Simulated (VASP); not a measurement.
# CuO (Cccm) in VASP: notebook, part 2 of 2

VASP 6.6.1.

## Step 3: Single point, PBE (11.53 Å³/atom)

This run uses another cell than the first one, of 11.53 Å³/atom.

Contents of INCAR:

```
SYSTEM = CuO
PREC = Accurate
ENCUT = 520
EDIFF = 1E-6
ISMEAR = 0
SIGMA = 0.1
LREAL = .FALSE.
LASPH = .TRUE.
NELM = 80
ALGO = Normal
ISIF = 2
LWAVE = .FALSE.
LCHARG = .TRUE.
GGA = PE
LELF = .TRUE.
LVHAR = .TRUE.
NBANDS = 25
```

Contents of KPOINTS:

```
regular mesh
0
G
  14 14 8
  0 0 0
```

Contents of POSCAR:

```
CuO
1.0
    2.1114688025     -2.1146477912      0.0000000000
    2.1114688025      2.1146477912      0.0000000000
    0.0000000000      0.0000000000      5.1660502968
Cu O
2 2
Direct
    0.0000000000      0.5000000000      0.0000000000
    0.5000000000      0.0000000000      0.5000000000
    0.5000000000      0.5000000000      0.2500000000
    0.5000000000      0.5000000000      0.7500000000
```

Potentials or basis: VASP PAW PBE potentials, release 64 (Cu, O).

Started as:

```
$ cat potpaw_PBE.64/Cu/POTCAR potpaw_PBE.64/O/POTCAR > POTCAR
$ mpirun -np 1 vasp_std > vasp.out
```

OUTCAR:

```text
SYSTEM = CuO
   PREC = Accurate
   ENCUT = 520
   EDIFF = 1E-6
   ISMEAR = 0
   LREAL = .FALSE.
   LASPH = .TRUE.
   NELM = 80
   ISIF = 2
   GGA = PE

 ion  position               nearest neighbor table
   1  0.000  0.500  0.000-   3 1.97   4 1.97   3 1.97   4 1.97
   2  0.500  0.000  0.500-   3 1.97   4 1.97   3 1.97   4 1.97
   3  0.500  0.500  0.250-   1 1.97   2 1.97   2 1.97   1 1.97
   4  0.500  0.500  0.750-   1 1.97   2 1.97   2 1.97   1 1.97

  LATTYP: Found a base centered orthorhombic cell.
 ALAT       =     4.2229376050
 B/A-ratio  =     1.0015055817
 C/A-ratio  =     1.2233309558

  Lattice vectors:

 A1 = (   2.1114688025,  -2.1146477912,   0.0000000000)
 A2 = (   2.1114688025,   2.1146477912,   0.0000000000)
 A3 = (   0.0000000000,   0.0000000000,   5.1660502968)

Analysis of symmetry for initial positions (statically):
=====================================================================
 Subroutine PRICEL returns:
 Original cell was already a primitive cell.

 Routine SETGRP: Setting up the symmetry group for a
 base centered orthorhombic supercell.

 Subroutine GETGRP returns: Found  8 space group operations
 (whereof  4 operations were pure point group operations)
 out of a pool of  8 trial point group operations.

The static configuration has the point symmetry C_2h.
 The point group associated with its full space group is D_2h.

Analysis of symmetry for dynamics (positions and initial velocities):
=====================================================================
 Subroutine PRICEL returns:
 Original cell was already a primitive cell.

 Routine SETGRP: Setting up the symmetry group for a
 base centered orthorhombic supercell.

 Subroutine GETGRP returns: Found  8 space group operations
 (whereof  4 operations were pure point group operations)
 out of a pool of  8 trial point group operations.

The dynamic configuration has the point symmetry C_2h.
 The point group associated with its full space group is D_2h.

 Subroutine INISYM returns: Found  8 space group operations
 (whereof  4 operations are pure point group operations),
 and found     1 'primitive' translations

----------------------------------------------------------------------------------------

                                     Primitive cell

  volume of cell :      46.1330

  direct lattice vectors                    reciprocal lattice vectors
     2.111468803 -2.114647791  0.000000000     0.236801983 -0.236445994  0.000000000
     2.111468803  2.114647791  0.000000000     0.236801983  0.236445994  0.000000000
     0.000000000  0.000000000  5.166050297     0.000000000  0.000000000  0.193571480

  length of vectors
     2.988316547  2.988316547  5.166050297     0.334636949  0.334636949  0.193571480

  position of ions in fractional coordinates (direct lattice)
     1.000000000  0.500000000  0.000000000
     0.500000000  1.000000000  0.500000000
     0.500000000  0.500000000  0.250000000
     0.500000000  0.500000000  0.750000000

  ion indices of the primitive-cell ions
   primitive index   ion index
                 1           1
                 2           2
                 3           3
                 4           4

----------------------------------------------------------------------------------------

 KPOINTS: regular mesh

Automatic generation of k-mesh.
 Grid dimensions read from file:
[... 23 lines left out ...]
  0.071429 -0.000000  0.000000      4.000000
  0.142857  0.000000  0.000000      4.000000
  0.214286  0.000000  0.000000      4.000000
  0.285714  0.000000  0.000000      4.000000
  0.357143  0.000000  0.000000      4.000000
[... 16 lines left out ...]
  0.214286  0.142857  0.000000      4.000000
  0.285714  0.142857  0.000000      4.000000
 [... further k-points ...]
   k-points           NKPTS =    285   k-points in BZ     NKDIM =    285   number of bands    NBANDS=     25
   number of dos      NEDOS =    301   number of ions     NIONS =      4
   total plane-waves  NPLWV =  23040
   dimension x,y,z NGX =    24 NGY =   24 NGZ =   40
   dimension x,y,z NGXF=    48 NGYF=   48 NGZF=   80
   ions per type =               2   2
   NGX,Y,Z   is equivalent  to a cutoff of  13.35, 13.35, 12.87 a.u.
   NGXF,Y,Z  is equivalent  to a cutoff of  26.70, 26.70, 25.74 a.u.
 SYSTEM =  CuO
   PREC   = accura    normal or accurate (medium, high low for compatibility)
   ISTART =      0    job   : 0-new  1-cont  2-samecut
   ICHARG =      2    charge: 1-file 2-atom 10-const
   ISPIN  =      1    spin polarized calculation?
   LNONCOLLINEAR =      F non collinear calculations
   LSORBIT =      F    spin-orbit coupling
   LASPH  =      T    aspherical Exc in radial PAW
   ENCUT  =  520.0 eV  38.22 Ry    6.18 a.u.   5.56  5.56  9.61*2*pi/ulx,y,z
   NELM   =     80;   NELMIN=  2; NELMDL= -5     # of ELM steps
   EDIFF  = 0.1E-05   stopping-criterion for ELM
   LREAL  =      F    real-space projection
   EDIFFG = 0.1E-04   stopping-criterion for IOM
   NSW    =      0    number of steps for IOM
   IBRION =     -1    ionic relax: 0-MD 1-quasi-New 2-CG
   NFREE  =      0    steps in history (QN), initial steepest desc. (CG)
   ISIF   =      2    stress and relaxation
   ISYM   =      2    0-nonsym 1-usesym 2-fastsym
   POTIM  = 0.5000    time-step for ionic-motion
   TEBEG  =    0.0;   TEEND  =   0.0 temperature during run
   PSTRESS=    0.0 pullay stress
   NELECT =      34.0000    total number of electrons
   NUPDOWN=      -1.0000    fix difference up-down
   EMIN   =  10.00;   EMAX   =-10.00  energy-range for DOS
   EFERMI =   0.00;   METHOD = LEGACY
   ISMEAR =     0;   SIGMA  =   0.10  broadening in eV -4-tet -1-fermi 0-gaus
   EFERMI_NEDOS =   21; number of points for ismear=-14 and -15
   IALGO  =     38    algorithm
   IMIX   =      4    mixing-type and parameters
     AMIX     =   0.40;   BMIX     =  1.00
     AMIX_MAG =   1.60;   BMIX_MAG =  1.00
  volume/ion in A,a.u.               =      11.53        77.83
  Fermi-wavevector in a.u.,A,eV,Ry     =   1.478759  2.794449 29.752237  2.186728
  Thomas-Fermi vector in A             =   2.593000
   LORBIT       =      0    0 simple, 1 ext, 2 COOP (PROOUT), +10 PAW based schemes
   GGA     = PE    functional components
   LHFCALC =     F    Hartree Fock is set to
   AEXX    =    0.0000 exact exchange contribution
   IVDW    =     0    specifies the selected vdW correction
   LEPSILON=     F    determine dielectric tensor
   LRPA    =     F    only Hartree local field effects (RPA)
 non-spin polarized calculation
 Gauss-broadening in eV      SIGMA  =   0.10
  energy-cutoff  :      520.00
  volume of cell :       46.13
 maximum number of plane-waves:      1260
 NGX is ok and might be reduce to    24
   NGX = 11   NGY = 11   NGZ = 19

 number of electron      34.0000018 magnetization

 Free energy of the ion-electron system (eV)
  ---------------------------------------------------
  ext. energy  EPLUGINS =         0.00000000
  ---------------------------------------------------
  free energy    TOTEN  =       -19.72595379 eV

  energy without entropy =      -19.71319245  energy(sigma->0) =      -19.71957312

 E-fermi :   4.4194     XC(G=0): -11.0912

 val. band max:        4.4158876393   @ k =  -0.4286   0.0714   0.1250
 cond. band min:       4.4232482344   @ k =   0.3571   0.0000   0.1250
 fundamental gap:      0.0073605951
 Fermi energy:         4.4194344625

 k-point     1 :       0.0000    0.0000    0.0000
  band No.  band energies     occupation
      1     -15.0719      2.00000
      2     -13.8181      2.00000
      3      -3.3186      2.00000
      4      -0.7878      2.00000
      5      -0.7848      2.00000
      6       0.8826      2.00000
[... 661 lines left out ...]
     24      16.9631      0.00000
     25      18.8478      0.00000

 [... further k-points ...]

------------------------ aborting loop because EDIFF is reached ----------------------------------------

  FORCE on cell =-STRESS in cart. coord.  units (eV):
  Direction    XX          YY          ZZ          XY          YZ          ZX
  --------------------------------------------------------------------------------------
  -------------------------------------------------------------------------------------
  Total       -0.9432715     -0.9514568     -0.8646802      0.0000000      0.0000000      0.0000000
  in kB      -32.7594003    -33.0436717    -30.0299615      0.0000000      0.0000000      0.0000000
  external PRESSURE =     -31.9443445 kB  Pullay stress =       0.0000000 kB

 VOLUME and BASIS-vectors are now :
 -----------------------------------------------------------------------------
  energy-cutoff  :      520.00
  volume of cell :       46.13
      direct lattice vectors                 reciprocal lattice vectors
     2.111468803 -2.114647791  0.000000000     0.236801983 -0.236445994  0.000000000
     2.111468803  2.114647791  0.000000000     0.236801983  0.236445994  0.000000000
     0.000000000  0.000000000  5.166050297     0.000000000  0.000000000  0.193571480

 POSITION                                       TOTAL-FORCE (eV/Angst)
 -----------------------------------------------------------------------------------
      1.05573      1.05732      0.00000         0.000000      0.000000      0.000000
      1.05573     -1.05732      2.58303         0.000000      0.000000      0.000000
      2.11147      0.00000      1.29151         0.000000      0.000000      0.000000
      2.11147      0.00000      3.87454         0.000000     -0.000000      0.000000
 -----------------------------------------------------------------------------------
    total drift:                                0.000000     -0.000000     -0.000000

  FREE ENERGIE OF THE ION-ELECTRON SYSTEM (eV)
  ---------------------------------------------------
  free  energy   TOTEN  =       -19.7259537920 eV

  energy  without entropy=      -19.7131924476  energy(sigma->0) =      -19.71957312
```

stdout:

```text
POSCAR found type information on POSCAR CuO
 POSCAR found :  2 types and       4 ions
 scaLAPACK will be used
 LDA part: xc-table for (Slater+PW92), standard interpolation
 POSCAR, INCAR and KPOINTS ok, starting setup
 FFT: planning ... GRIDC
 FFT: planning ... GRID_SOFT
 FFT: planning ... GRID
 WAVECAR not read
 entering main loop
```

Wall time 2.5 min (1 thread of Intel Xeon Platinum 8559C (Emerald Rapids), shared host); peak memory 0.37 GiB.

Results:

```yaml
Free_energy: -19.7260 eV
Pressure: -3.2 GPa
Band_gap_on_the_k_mesh: zero (bands 17 and 18 overlap by 1.19 eV)
```

Stress tensor (GPa, compression positive):
```
-3.28  0.00  0.00
 0.00 -3.30  0.00
 0.00  0.00 -3.00
```

Levels at points of the mesh, in eV from the Fermi level:
| k point | band 13 | band 14 | band 15 | band 16 | band 17 | band 18 | band 19 | band 20 | band 21 | band 22 |
| --- | --- | --- | --- | --- | --- | --- | --- | --- | --- | --- |
| (0.00, 0.00, 0.00) | -2.29 | -2.24 | -2.20 | -1.81 | 0.65 | 0.65 | 1.30 | 6.03 | 7.15 | 12.90 |
| (0.50, 0.00, 0.00) | -2.22 | -1.81 | -1.53 | -1.45 | 0.20 | 0.46 | 3.85 | 5.70 | 6.25 | 10.73 |
| (0.50, 0.50, 0.00) | -2.29 | -2.29 | -1.60 | -1.19 | -1.19 | 1.06 | 2.22 | 7.22 | 9.56 | 9.59 |
| (0.00, 0.00, 0.50) | -2.17 | -2.17 | -1.51 | -1.51 | 0.11 | 0.11 | 3.36 | 3.36 | 11.51 | 11.51 |
| (0.50, 0.00, 0.50) | -2.30 | -2.26 | -1.96 | -1.78 | -0.22 | 0.65 | 4.37 | 5.74 | 8.15 | 8.34 |
| (0.50, 0.50, 0.50) | -1.81 | -1.81 | -1.40 | -1.40 | -0.54 | -0.54 | 4.05 | 4.05 | 10.06 | 10.06 |

Caveat: the cell stands under tension; semilocal functionals often make such compounds metallic where correlation or magnetic order opens a gap, which also shifts bond lengths. With open d or f shells a metallic result of PBE can be an artefact of self-interaction; +U or a hybrid may open a gap.

## Step 4: Relaxation of shape and atoms at fixed volume, PBE (10.19 Å³/atom)

This run uses another cell than the first one, of 10.19 Å³/atom.

Contents of INCAR:

```
SYSTEM = CuO
  PREC = Accurate
  ENCUT = 600
  EDIFF = 1E-6
  ISMEAR = 0
  SIGMA = 0.1
  LREAL = .FALSE.
  LASPH = .TRUE.
  NELM = 80
  ALGO = Normal
  ISIF = 4
  LWAVE = .FALSE.
  LCHARG = .FALSE.
  GGA = PE
  IBRION = 2
  NSW = 50
  EDIFFG = -0.01
```

Contents of KPOINTS:

```
Automatic mesh
0
G
  14 14 8
  0 0 0
```

Contents of POSCAR:

```
CuO
1.0
    2.0013725075     -2.0051739491      0.0000000000
    2.0013725075      2.0051739491      0.0000000000
    0.0000000000      0.0000000000      5.0781500166
Cu O
2 2
Direct
    0.0000000000      0.5000000000      0.0000000000
    0.5000000000      0.0000000000      0.5000000000
    0.5000000000      0.5000000000      0.2500000000
    0.5000000000      0.5000000000      0.7500000000
```

Started as:

```
$ cat potpaw_PBE.64/Cu/POTCAR potpaw_PBE.64/O/POTCAR > POTCAR
$ mpirun -np 1 vasp_std > vasp.out
```

It took 4.7 min on 1 thread of Intel Xeon Platinum 8488C (Sapphire Rapids), shared host; peak memory 0.37 GiB.

Results (log left out):

- Free energy: -19.5395 eV
- Energy gained by relaxing: 1.4 meV/atom
- Ionic steps: 3
- Pressure after relaxing: 15.9 GPa
- Band gap on the k mesh: zero (bands 17 and 18 overlap by 1.16 eV)

Step by step:
| step | energy change (eV) | largest force (eV/Å) | pressure (GPa) | volume (Å³) |
| --- | --- | --- | --- | --- |
| 1 | 0.0000 | 0.0000 | 17.19 | 40.76 |
| 2 | -0.0043 | 0.0000 | 16.62 | 40.76 |
| 3 | -0.0058 | 0.0000 | 15.92 | 40.76 |

Final structure:
```xyz
4
Lattice="1.9877 -1.9917 0.0000 1.9877 1.9917 0.0000 0.0000 0.0000 5.1477" Properties=species:S:1:pos:R:3 pbc="T T T"
Cu    0.9939    0.9958    0.0000
Cu    0.9939   -0.9958    2.5739
O     1.9877    0.0000    1.2869
O     1.9877    0.0000    3.8608
```

Levels at points of the mesh, in eV from the Fermi level:
```csv
k point,band 15,band 16,band 17,band 18,band 19,band 20
"(0.00, 0.00, 0.00)",-2.52,-2.27,0.67,0.67,1.63,6.31
"(0.50, 0.00, 0.00)",-1.72,-1.64,0.23,0.43,3.31,6.26
"(0.50, 0.50, 0.00)",-1.67,-1.26,-1.26,1.25,2.03,7.09
"(0.00, 0.00, 0.50)",-1.66,-1.66,0.05,0.05,3.74,3.74
"(0.50, 0.00, 0.50)",-2.18,-1.97,-0.09,0.68,4.15,6.14
"(0.50, 0.50, 0.50)",-1.50,-1.50,-0.45,-0.45,3.92,3.92
```

Caveat: semilocal functionals often make such compounds metallic where correlation or magnetic order opens a gap, which also shifts bond lengths. With open d or f shells a metallic result of PBE can be an artefact of self-interaction; +U or a hybrid may open a gap.

## Step 5: The runs side by side

| task | cell | cutoff (eV) | gap on the mesh (eV) | pressure (GPa) |
| --- | --- | --- | --- | --- |
| single point | a = 2.907, b = 2.907, c = 5.139 Å, angles 90.0, 90.0, 90.1°, 4 atoms | 520 | none | 5.2 |
| single point | a = 2.988, b = 2.988, c = 5.166 Å, angles 90.0, 90.0, 90.1°, 4 atoms | 520 | none | -3.2 |
| relaxation of shape and atoms at fixed volume | relaxed from a = 2.833, b = 2.833, c = 5.078 Å, angles 90.0, 90.0, 90.1°, 4 atoms | 600 | none | 15.9 |

Alike in all rows: level PBE; potentials or basis VASP PAW PBE potentials, release 64 (Cu, O); no spin polarisation; k mesh 14 × 14 × 8; smearing gaussian 0.1 eV.

Caveats: semilocal functionals often make such compounds metallic where correlation or magnetic order opens a gap, which also shifts bond lengths; the cell stands under pressure (at least some runs); the cell stands under tension (at least some runs).

Total energies depend on the potentials used, so only differences within one code and one set of settings carry meaning.
